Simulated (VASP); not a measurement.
Write the native input for VASP 6.6.1 that does the following.

* Task: single point
* Functional: LDA
* Potentials or basis: VASP PAW LDA potentials, release 64 (Os)
* Cutoff: 520 eV
* k mesh: 11 × 11 × 11
* Occupations: fermi-dirac, width 0.1 eV
* Spin: no spin polarisation
* Dipole correction: no
* Further INCAR settings: ALGO = Normal; EDIFF = 1e-06; NBANDS = 15

The structure of Os lies in POSCAR:

```
Os
1.0
    0.0000000000      2.8416710883      2.8416710883
    2.8416710883      0.0000000000      2.8416710883
    2.8416710883      2.8416710883      0.0000000000
Os
2
Direct
    0.1250000000      0.1250000000      0.1250000000
    0.8750000000      0.8750000000      0.8750000000
```

This isn't the form of Os at room conditions, which is hcp.

The input as run:

INCAR

```
SYSTEM = Os
ALGO = Normal ; EDIFF = 1E-6
ENCUT = 520 ; ISIF = 2
ISMEAR = -1 ; LASPH = .TRUE.
LCHARG = .TRUE. ; LELF = .TRUE.
LREAL = .FALSE. ; LVHAR = .TRUE.
LWAVE = .FALSE. ; NBANDS = 15
NELM = 80 ; PREC = Accurate
SIGMA = 0.1
```

KPOINTS

```
k-points
0
G
  11 11 11
  0 0 0
```

Potentials or basis: VASP PAW LDA potentials, release 64 (Os).

Run with:

```console
$ cat potpaw_LDA.64/Os/POTCAR > POTCAR
$ mpirun -np 1 vasp_std > vasp.out
```

Results of the run:

The pressure is -21.2 GPa. The band gap on the k mesh is zero (bands 8 and 9 overlap by 0.95 eV).

Caveat: the cell stands under tension; spin-orbit coupling is left out, which moves the levels of the heavy elements.

It took 44 s on 1 thread of Intel Xeon 8259CL, on a shared host, peak memory 0.17 GiB.
